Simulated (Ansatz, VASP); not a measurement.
One calculation of BAs, two programs

```xyz
2
Lattice="3.3621 0.0000 0.0000 -1.6811 2.9117 0.0000 0.0000 0.0000 23.8000" Properties=species:S:1:pos:R:3 pbc="T T T"
B     0.0000    1.9411    7.0000
As    1.6811    0.9706    7.0000
```

Alike in both runs: functional r2SCAN; dispersion rVV10; k mesh 12 × 12 × 1; occupations gaussian, width 0.03 eV; no spin polarisation.

Ansatz relaxed the structure, and its values are those at the end. VASP's run is a single point on that final structure, the one shown.

|  | VASP | Ansatz |
| --- | --- | --- |
| version | VASP 6.6.1 | Ansatz 0.2.0 |
| potentials or method | VASP PAW PBE potentials, release 64 (B, As), cutoff 460 eV | scalar-relativistic, plane waves, PAW |
| valence electrons in the cell | 8 | 18 |

```tsv
	VASP	Ansatz	Ansatz less VASP
gap on the k mesh at the Fermi level (eV)	0.97	0.97	0.000
least direct gap on the mesh (eV)	0.97	0.97	0.000
```

VASP's potentials were made for PBE, not for r2SCAN. VASP's potentials hold 8 valence electrons a cell and Ansatz's 18, so a difference there can come from the potentials and not from the codes. Ansatz's warnings: slab cell height set, structure snapped to symmetry, xc potential rough in thin density.
